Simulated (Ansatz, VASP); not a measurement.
One calculation of Os, two programs

INCAR

```
AGGAC = 1.0
AGGAX = 1.0
ALDAC = 0.0
ALDAX = 1.0
ALGO = Normal
EDIFF = 1E-6
ENCUT = 560
GGA = B5
GGA_COMPAT = F
ISIF = 2
ISMEAR = -1
LASPH = T
LCHARG = F
LREAL = F
LWAVE = F
NBANDS = 31
NELM = 120
PREC = Accurate
SIGMA = 0.1
```

Contents of KPOINTS:

```
k-points
0
Gamma
  9 9 13
```

Contents of POSCAR:

```
Os
1.0
    4.3825920237      0.0000000000      0.0000000000
   -2.1912960119      3.7954360270      0.0000000000
    0.0000000000      0.0000000000      2.7678995197
Os
3
Direct
    1.0000000000      1.0000000000      0.0000000000
    0.3333333333      0.6666666667      0.5000000000
    0.6666666667      0.3333333333      0.5000000000
```

Input for Ansatz:

```yaml
crystal:
  lattice:
    - [4.3825920237, 0.0, 0.0]
    - [-2.1912960119, 3.795436027, 0.0]
    - [0.0, 0.0, 2.7678995197]
  atoms:
    - { symbol: Os, position: [1.0, 1.0, 0.0] }
    - { symbol: Os, position: [0.3333333333, 0.6666666667, 0.5] }
    - { symbol: Os, position: [0.6666666667, 0.3333333333, 0.5] }
hamiltonian:
  xc: blyp
  pseudopotentials:
    kind: paw
    azcp:
      Os: "pseudopotentials/Os.paw.azcp"
basis:
  ecutwfc: 420
  fft_grid_basis: typed
kpoints:
  mp_grid: { grid: [9, 9, 13], shift: [0, 0, 0] }
magnetization:
  spin_polarized: false
scf:
  occupations: { method: fermi_dirac, width: 0.1 }
  lower_state_search: "off"
output:
  stress: true
```

Alike in both runs: task single point; functional BLYP; k mesh 9 × 9 × 13; occupations fermi-dirac, width 0.1 eV; no spin polarisation.

|  | VASP | Ansatz |
| --- | --- | --- |
| version | VASP 6.6.1 | Ansatz 0.2.0 |
| potentials or method | VASP PAW PBE potentials, release 64 (Os_sv_GW), cutoff 560 eV | plane waves (420 eV) with PAW, scalar-relativistic |
| valence electrons in the cell | 48 | 48 |

|  | VASP | Ansatz | Ansatz less VASP |
| --- | --- | --- | --- |
| pressure (GPa) | 0.0 | -0.1 | -0.10 |
| traceless stress, the component that is largest in VASP (GPa) | 0.01 | 0.24 | +0.236 |

VASP's potentials were made for PBE, not for BLYP.

Neither program's run includes spin-orbit coupling.
